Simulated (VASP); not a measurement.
# MgO (P6_3/mmc) in VASP: further runs

The runs below take MgO through single point, with PBE.

Everything below comes from runs of VASP 6.6.1. Logs are shortened: lines on timing, memory, paths and dates and some standing lists are left out, and cuts for length are marked.

**1. The cell of the first run**

The structure is hexagonal, space group P6_3/mmc (No. 194). The conventional cell has a = 3.578 Å, b = 3.578 Å, c = 3.976 Å, α = 90.00°, β = 90.00°, γ = 120.00°. Within 2.6 Å of Mg (site symmetry -6m2) lie 5 O at 1.99 to 2.07 Å. O (site symmetry -6m2) has 5 Mg at 1.99 to 2.07 Å within 2.6 Å.

**2. Single point, PBE (volume 11.017 Å^3 an atom, c/a of the conventional cell 1.1112)**

The input, INCAR:

```
ALGO = Normal
EDIFF = 1E-7
ENCUT = 520
GGA = PE
ISIF = 2
ISMEAR = 0
LASPH = T
LCHARG = F
LREAL = F
LWAVE = F
NBANDS = 16
NELM = 60
PREC = Accurate
SIGMA = 0.05
```

The input, KPOINTS:

```
k-points
0
Gamma
  9 9 6
```

The input, POSCAR:

```
MgO
1.0
    3.5776690074      0.0000000000      0.0000000000
   -1.7888345037      3.0983522467      0.0000000000
    0.0000000000      0.0000000000      3.9755058010
Mg O
2 2
Direct
    0.6666666667      0.3333333333      0.7500000000
    0.3333333333      0.6666666667      0.2500000000
    0.6666666667      0.3333333333      0.2500000000
    0.3333333333      0.6666666667      0.7500000000
```

Potentials or basis: VASP PAW PBE potentials, release 64 (Mg, O).

Command:

```bash
$ cat potpaw_PBE.64/Mg/POTCAR potpaw_PBE.64/O/POTCAR > POTCAR
$ mpirun -np 1 vasp_std > vasp.out
```

OUTCAR:

```text
EDIFF = 1E-7
   ENCUT = 520
   GGA = PE
   ISIF = 2
   ISMEAR = 0
   LASPH = T
   LREAL = F
   NELM = 60
   PREC = Accurate

 ion  position               nearest neighbor table
   1  0.667  0.333  0.750-   3 1.99   3 1.99   4 2.07   4 2.07   4 2.07   2 2.87   2 2.87   2 2.87
                             2 2.87   2 2.87   2 2.87
   2  0.333  0.667  0.250-   4 1.99   4 1.99   3 2.07   3 2.07   3 2.07   1 2.87   1 2.87   1 2.87
                             1 2.87   1 2.87   1 2.87
   3  0.667  0.333  0.250-   1 1.99   1 1.99   2 2.07   2 2.07   2 2.07
   4  0.333  0.667  0.750-   2 1.99   2 1.99   1 2.07   1 2.07   1 2.07

  LATTYP: Found a hexagonal cell.
 ALAT       =     3.5776690074
 C/A-ratio  =     1.1112000000

  Lattice vectors:

 A1 = (   3.5776690074,   0.0000000000,   0.0000000000)
 A2 = (  -1.7888345037,   3.0983522467,   0.0000000000)
 A3 = (   0.0000000000,   0.0000000000,   3.9755058010)

Analysis of symmetry for initial positions (statically):
=====================================================================
 Subroutine PRICEL returns:
 Original cell was already a primitive cell.

 Routine SETGRP: Setting up the symmetry group for a
 hexagonal supercell.

 Subroutine GETGRP returns: Found 24 space group operations
 (whereof 12 operations were pure point group operations)
 out of a pool of 24 trial point group operations.

The static configuration has the point symmetry D_3d.
 The point group associated with its full space group is D_6h.

Analysis of symmetry for dynamics (positions and initial velocities):
=====================================================================
 Subroutine PRICEL returns:
 Original cell was already a primitive cell.

 Routine SETGRP: Setting up the symmetry group for a
 hexagonal supercell.

 Subroutine GETGRP returns: Found 24 space group operations
 (whereof 12 operations were pure point group operations)
 out of a pool of 24 trial point group operations.

The dynamic configuration has the point symmetry D_3d.
 The point group associated with its full space group is D_6h.

 Subroutine INISYM returns: Found 24 space group operations
 (whereof 12 operations are pure point group operations),
 and found     1 'primitive' translations

[... 92 lines left out ...]
   ISPIN  =      1    spin polarized calculation?
   LNONCOLLINEAR =      F non collinear calculations
   LSORBIT =      F    spin-orbit coupling
   LASPH  =      T    aspherical Exc in radial PAW
   ENCUT  =  520.0 eV  38.22 Ry    6.18 a.u.   6.65  6.65  7.39*2*pi/ulx,y,z
   NELM   =     60;   NELMIN=  2; NELMDL= -5     # of ELM steps
   EDIFF  = 0.1E-06   stopping-criterion for ELM
   LREAL  =      F    real-space projection
   EDIFFG = 0.1E-05   stopping-criterion for IOM
   NSW    =      0    number of steps for IOM
   IBRION =     -1    ionic relax: 0-MD 1-quasi-New 2-CG
   NFREE  =      0    steps in history (QN), initial steepest desc. (CG)
   ISIF   =      2    stress and relaxation
   ISYM   =      2    0-nonsym 1-usesym 2-fastsym
   POTIM  = 0.5000    time-step for ionic-motion
   TEBEG  =    0.0;   TEEND  =   0.0 temperature during run
   PSTRESS=    0.0 pullay stress
   NELECT =      16.0000    total number of electrons
   NUPDOWN=      -1.0000    fix difference up-down
   EMIN   =  10.00;   EMAX   =-10.00  energy-range for DOS
   EFERMI =   0.00;   METHOD = LEGACY
   ISMEAR =     0;   SIGMA  =   0.05  broadening in eV -4-tet -1-fermi 0-gaus
   EFERMI_NEDOS =   21; number of points for ismear=-14 and -15
   IALGO  =     38    algorithm
   IMIX   =      4    mixing-type and parameters
     AMIX     =   0.40;   BMIX     =  1.00
     AMIX_MAG =   1.60;   BMIX_MAG =  1.00
  volume/ion in A,a.u.               =      11.02        74.35
  Fermi-wavevector in a.u.,A,eV,Ry     =   1.167904  2.207018 18.558335  1.363999
  Thomas-Fermi vector in A             =   2.304398
   LORBIT       =      0    0 simple, 1 ext, 2 COOP (PROOUT), +10 PAW based schemes
   GGA     = PE    functional components
   LHFCALC =     F    Hartree Fock is set to
   AEXX    =    0.0000 exact exchange contribution
   IVDW    =     0    specifies the selected vdW correction
   LEPSILON=     F    determine dielectric tensor
   LRPA    =     F    only Hartree local field effects (RPA)
 non-spin polarized calculation
 Gauss-broadening in eV      SIGMA  =   0.05
  energy-cutoff  :      520.00
  volume of cell :       44.07
 maximum number of plane-waves:      1206
 NGX is ok and might be reduce to    28
   NGX = 13   NGY = 13   NGZ = 15

 number of electron      15.9999994 magnetization

 Free energy of the ion-electron system (eV)
  ---------------------------------------------------
  ext. energy  EPLUGINS =         0.00000000
  ---------------------------------------------------
  free energy    TOTEN  =       -23.53742736 eV

  energy without entropy =      -23.53742736  energy(sigma->0) =      -23.53742736

 E-fermi :   2.0739     XC(G=0): -10.0349

 val. band max:        1.8437188005   @ k =   0.0000   0.0000   0.0000
 cond. band min:       5.3629325720   @ k =   0.0000   0.0000   0.0000
 fundamental gap:      3.5192137715
 Fermi energy:         2.0739058073

 k-point     1 :       0.0000    0.0000    0.0000
  band No.  band energies     occupation
      1     -14.9944      2.00000
      2     -13.4919      2.00000
      3      -1.4992      2.00000
      4       0.1028      2.00000
      5       0.1028      2.00000
      6       1.2422      2.00000
[... 433 lines left out ...]
      3      -1.5725      2.00000
      4      -0.8501      2.00000
      5      -0.8501      2.00000
      6       0.8417      2.00000
[... 8 lines left out ...]
     15      16.6435      0.00000
     16      18.4698      0.00000

 [... further k-points ...]
[... 5 lines left out ...]
  --------------------------------------------------------------------------------------
  -------------------------------------------------------------------------------------
  Total        0.0472021      0.0472021      4.8921709     -0.0000000      0.0000000      0.0000000
  in kB        1.7161228      1.7161228    177.8643302     -0.0000000      0.0000000      0.0000000
  external PRESSURE =      60.4321920 kB  Pullay stress =       0.0000000 kB

 VOLUME and BASIS-vectors are now :
 -----------------------------------------------------------------------------
  energy-cutoff  :      520.00
  volume of cell :       44.07
      direct lattice vectors                 reciprocal lattice vectors
     3.577669007  0.000000000  0.000000000     0.279511603  0.161376099  0.000000000
    -1.788834504  3.098352247  0.000000000     0.000000000  0.322752199  0.000000000
     0.000000000  0.000000000  3.975505801     0.000000000  0.000000000  0.251540320

 POSITION                                       TOTAL-FORCE (eV/Angst)
 -----------------------------------------------------------------------------------
      1.78883      1.03278      2.98163         0.000000     -0.000000     -0.000000
     -0.00000      2.06557      0.99388        -0.000000      0.000000     -0.000000
      1.78883      1.03278      0.99388        -0.000000      0.000000      0.000000
     -0.00000      2.06557      2.98163         0.000000     -0.000000     -0.000000
 -----------------------------------------------------------------------------------
    total drift:                               -0.000000      0.000000     -0.000000

  FREE ENERGIE OF THE ION-ELECTRON SYSTEM (eV)
  ---------------------------------------------------
  free  energy   TOTEN  =       -23.5374273642 eV

  energy  without entropy=      -23.5374273642  energy(sigma->0) =      -23.53742736
```

OSZICAR:

```text
N       E                     dE             d eps       ncg     rms          rms(c)
DAV:   1     0.613903074317E+02    0.61390E+02   -0.74866E+03  1544   0.883E+02
DAV:   2    -0.237833318276E+02   -0.85174E+02   -0.78026E+02  2152   0.197E+02
DAV:   3    -0.276629915166E+02   -0.38797E+01   -0.38684E+01  1800   0.436E+01
DAV:   4    -0.276787449008E+02   -0.15753E-01   -0.15753E-01  1896   0.323E+00
DAV:   5    -0.276788255062E+02   -0.80605E-04   -0.80605E-04  1776   0.221E-01    0.113E+01
DAV:   6    -0.236163341684E+02    0.40625E+01   -0.10463E+01  1696   0.251E+01    0.353E+00
DAV:   7    -0.235612641162E+02    0.55070E-01   -0.15105E-01  1536   0.310E+00    0.215E+00
DAV:   8    -0.235395261182E+02    0.21738E-01   -0.10109E-01  1640   0.335E+00    0.546E-01
DAV:   9    -0.235365284730E+02    0.29976E-02   -0.10509E-02  1928   0.896E-01    0.125E-01
DAV:  10    -0.235374066821E+02   -0.87821E-03   -0.92464E-04  1544   0.242E-01    0.407E-02
DAV:  11    -0.235374277981E+02   -0.21116E-04   -0.39090E-05  1728   0.520E-02    0.214E-02
DAV:  12    -0.235374287534E+02   -0.95530E-06   -0.89630E-06  1560   0.215E-02    0.940E-03
DAV:  13    -0.235374273752E+02    0.13783E-05   -0.52296E-06  1936   0.178E-02    0.102E-03
DAV:  14    -0.235374273642E+02    0.10990E-07   -0.11778E-07  1024   0.292E-03
   1 F= -.23537427E+02 E0= -.23537427E+02  d E =-.362358E-13
```

stdout:

```text
POSCAR found type information on POSCAR MgO
 POSCAR found :  2 types and       4 ions
 scaLAPACK will be used
 LDA part: xc-table for (Slater+PW92), standard interpolation
 POSCAR, INCAR and KPOINTS ok, starting setup
 FFT: planning ... GRIDC
 FFT: planning ... GRID_SOFT
 FFT: planning ... GRID
 WAVECAR not read
 entering main loop
```

Run time: 36 s. Hardware: 1 thread of Intel Xeon 6975P-C (Granite Rapids), shared host; peak memory 0.17 GiB.

What came out:

```
Free energy            : -23.5374 eV
Pressure               : 6.0 GPa
Band gap on the k mesh : 3.52 eV, direct
```

Stress tensor (GPa, compression positive):
```
 0.17  0.00  0.00
 0.00  0.17  0.00
 0.00  0.00 17.79
```

**3. Single point, PBE (volume 11.017 Å^3 an atom, c/a of the conventional cell 1.1474)**

The input, INCAR:

```
SYSTEM = MgO
PREC = Accurate ; ENCUT = 520
EDIFF = 1E-6 ; ISMEAR = 0
SIGMA = 0.05 ; LREAL = .False.
LASPH = .True. ; NELM = 60
ALGO = Normal ; ISIF = 2
LWAVE = .False. ; LCHARG = .False.
GGA = PE ; NBANDS = 16
```

The input, KPOINTS:

```
regular mesh
0
Gamma
  9 9 6
  0 0 0
```

The input, POSCAR:

```
MgO
1.0
    3.5396415779      0.0000000000      0.0000000000
   -1.7698207890      3.0654195267      0.0000000000
    0.0000000000      0.0000000000      4.0613847465
Mg O
2 2
Direct
    0.6666666667      0.3333333333      0.7500000000
    0.3333333333      0.6666666667      0.2500000000
    0.6666666667      0.3333333333      0.2500000000
    0.3333333333      0.6666666667      0.7500000000
```

Potentials or basis: VASP PAW PBE potentials, release 64 (Mg, O).

Command:

```bash
$ cat potpaw_PBE.64/Mg/POTCAR potpaw_PBE.64/O/POTCAR > POTCAR
$ mpirun -np 1 vasp_std > vasp.out
```

OUTCAR:

```text
SYSTEM = MgO
   PREC = Accurate
   ENCUT = 520
   EDIFF = 1E-6
   ISMEAR = 0
   LREAL = .False.
   LASPH = .True.
   NELM = 60
   ISIF = 2
   GGA = PE

 ion  position               nearest neighbor table
   1  0.667  0.333  0.750-   3 2.03   3 2.03   4 2.04   4 2.04   4 2.04   2 2.88   2 2.88   2 2.88
                             2 2.88   2 2.88   2 2.88
   2  0.333  0.667  0.250-   4 2.03   4 2.03   3 2.04   3 2.04   3 2.04   1 2.88   1 2.88   1 2.88
                             1 2.88   1 2.88   1 2.88
   3  0.667  0.333  0.250-   1 2.03   1 2.03   2 2.04   2 2.04   2 2.04
   4  0.333  0.667  0.750-   2 2.03   2 2.03   1 2.04   1 2.04   1 2.04

  LATTYP: Found a hexagonal cell.
 ALAT       =     3.5396415779
 C/A-ratio  =     1.1474000000

  Lattice vectors:

 A1 = (   3.5396415779,   0.0000000000,   0.0000000000)
 A2 = (  -1.7698207890,   3.0654195267,   0.0000000000)
 A3 = (   0.0000000000,   0.0000000000,   4.0613847465)

Analysis of symmetry for initial positions (statically):
=====================================================================
 Subroutine PRICEL returns:
 Original cell was already a primitive cell.

 Routine SETGRP: Setting up the symmetry group for a
 hexagonal supercell.

[... 177 lines left out ...]
 fundamental gap:      3.4812830784
 Fermi energy:         2.1592950469

 k-point     1 :       0.0000    0.0000    0.0000
  band No.  band energies     occupation
      1     -14.9654      2.00000
      2     -13.5044      2.00000
      3      -1.5631      2.00000
      4       0.1740      2.00000
      5       0.1740      2.00000
      6       1.2247      2.00000
[... 433 lines left out ...]
      3      -1.5387      2.00000
      4      -0.8355      2.00000
      5      -0.8355      2.00000
      6       0.8342      2.00000
[... 8 lines left out ...]
     15      16.3906      0.00000
     16      18.4591      0.00000

 [... further k-points ...]

------------------------ aborting loop because EDIFF is reached ----------------------------------------

  FORCE on cell =-STRESS in cart. coord.  units (eV):
  Direction    XX          YY          ZZ          XY          YZ          ZX
  --------------------------------------------------------------------------------------
  -------------------------------------------------------------------------------------
  Total        0.3500522      0.3500522      3.0604763     -0.0000000     -0.0000000      0.0000000
  in kB       12.7268243     12.7268243    111.2695309     -0.0000000     -0.0000000      0.0000000
  external PRESSURE =      45.5743932 kB  Pullay stress =       0.0000000 kB

 VOLUME and BASIS-vectors are now :
 -----------------------------------------------------------------------------
  energy-cutoff  :      520.00
  volume of cell :       44.07
      direct lattice vectors                 reciprocal lattice vectors
     3.539641578  0.000000000  0.000000000     0.282514480  0.163109811  0.000000000
    -1.769820789  3.065419527  0.000000000     0.000000000  0.326219622  0.000000000
     0.000000000  0.000000000  4.061384746     0.000000000  0.000000000  0.246221440

 POSITION                                       TOTAL-FORCE (eV/Angst)
 -----------------------------------------------------------------------------------
      1.76982      1.02181      3.04604        -0.000000      0.000000      0.000000
     -0.00000      2.04361      1.01535         0.000000     -0.000000      0.000000
      1.76982      1.02181      1.01535         0.000000     -0.000000      0.000000
     -0.00000      2.04361      3.04604        -0.000000      0.000000      0.000000
 -----------------------------------------------------------------------------------
    total drift:                                0.000000     -0.000000      0.000000

  FREE ENERGIE OF THE ION-ELECTRON SYSTEM (eV)
  ---------------------------------------------------
  free  energy   TOTEN  =       -23.6175870778 eV

  energy  without entropy=      -23.6175870778  energy(sigma->0) =      -23.61758708
```

OSZICAR:

```text
N       E                     dE             d eps       ncg     rms          rms(c)
DAV:   1     0.632616311486E+02    0.63262E+02   -0.76638E+03  1536   0.894E+02
DAV:   2    -0.236782667558E+02   -0.86940E+02   -0.79957E+02  2168   0.199E+02
DAV:   3    -0.276691222662E+02   -0.39909E+01   -0.39782E+01  1704   0.440E+01
DAV:   4    -0.276852292829E+02   -0.16107E-01   -0.16107E-01  1896   0.326E+00
DAV:   5    -0.276853101002E+02   -0.80817E-04   -0.80817E-04  1728   0.222E-01    0.113E+01
DAV:   6    -0.236896735011E+02    0.39956E+01   -0.10379E+01  1648   0.250E+01    0.353E+00
DAV:   7    -0.236384867042E+02    0.51187E-01   -0.14916E-01  1568   0.310E+00    0.214E+00
DAV:   8    -0.236195885590E+02    0.18898E-01   -0.97864E-02  1656   0.331E+00    0.536E-01
DAV:   9    -0.236166756459E+02    0.29129E-02   -0.87255E-03  1904   0.827E-01    0.116E-01
DAV:  10    -0.236175678336E+02   -0.89219E-03   -0.88538E-04  1536   0.220E-01    0.394E-02
DAV:  11    -0.236175871729E+02   -0.19339E-04   -0.31137E-05  1704   0.463E-02    0.214E-02
DAV:  12    -0.236175870778E+02    0.95109E-07   -0.93709E-06  1560   0.232E-02
   1 F= -.23617587E+02 E0= -.23617587E+02  d E =-.146448E-14
```

stdout:

```text
POSCAR found type information on POSCAR MgO
 POSCAR found :  2 types and       4 ions
 scaLAPACK will be used
 LDA part: xc-table for (Slater+PW92), standard interpolation
 POSCAR, INCAR and KPOINTS ok, starting setup
 FFT: planning ... GRIDC
 FFT: planning ... GRID_SOFT
 FFT: planning ... GRID
 WAVECAR not read
 entering main loop
```

It took 28 s on 1 thread of Intel Xeon 6975P-C (Granite Rapids), shared host; peak memory 0.17 GiB.

Results:

| Quantity | Value |
| --- | --- |
| Free energy | -23.6176 eV |
| Pressure | 4.6 GPa |
| Band gap on the k mesh | 3.48 eV, direct |

Levels at points of the mesh, in eV from the valence-band top:
| k point | band 5 | band 6 | band 7 | band 8 | band 9 | band 10 | band 11 | band 12 |
| --- | --- | --- | --- | --- | --- | --- | --- | --- |
| (0.00, 0.00, 0.00) | -1.74 | -0.69 | -0.69 | 0.00 | 3.48 | 9.71 | 12.32 | 12.32 |
| (0.00, 0.00, 0.50) | -1.23 | -1.23 | -1.23 | -1.23 | 6.56 | 6.56 | 12.68 | 12.68 |

**4. Single point, PBE (volume 11.017 Å^3 an atom, c/a of the conventional cell 1.2234)**

The input, INCAR:

```
SYSTEM = MgO
PREC = Accurate
ENCUT = 520
EDIFF = 1E-6
ISMEAR = 0
SIGMA = 0.05
LREAL = .False.
LASPH = .True.
NELM = 80
ALGO = Normal
ISIF = 2
LWAVE = .False.
LCHARG = .False.
GGA = PE
NBANDS = 16
```

KPOINTS is that of step 3.

The input, POSCAR:

```
MgO
1.0
    3.4647726641      0.0000000000      0.0000000000
   -1.7323863321      3.0005811455      0.0000000000
    0.0000000000      0.0000000000      4.2388028773
Mg O
2 2
Direct
    0.6666666667      0.3333333333      0.7500000000
    0.3333333333      0.6666666667      0.2500000000
    0.6666666667      0.3333333333      0.2500000000
    0.3333333333      0.6666666667      0.7500000000
```

Command:

```bash
$ cat potpaw_PBE.64/Mg/POTCAR potpaw_PBE.64/O/POTCAR > POTCAR
$ mpirun -np 1 vasp_std > vasp.out
```

Run time: 29 s. Hardware: 1 thread of Intel Xeon 6975P-C (Granite Rapids), shared host; peak memory 0.17 GiB.

It converged, with:

- Free energy: -23.6557 eV
- Pressure: 3.7 GPa
- Band gap on the k mesh: 3.40 eV, direct

Stress tensor (GPa, compression positive):
```
4.69 0.00 0.00
0.00 4.69 0.00
0.00 0.00 1.85
```

Levels at points of the mesh, in eV from the valence-band top:
```csv
k point,band 5,band 6,band 7,band 8,band 9,band 10,band 11,band 12
"(0.00, 0.00, 0.00)",-1.73,-0.85,-0.85,0.00,3.40,9.38,12.03,12.64
"(0.00, 0.00, 0.50)",-1.31,-1.31,-1.31,-1.31,6.42,6.42,13.01,13.01
```

(Continued in part 2 of 2.)
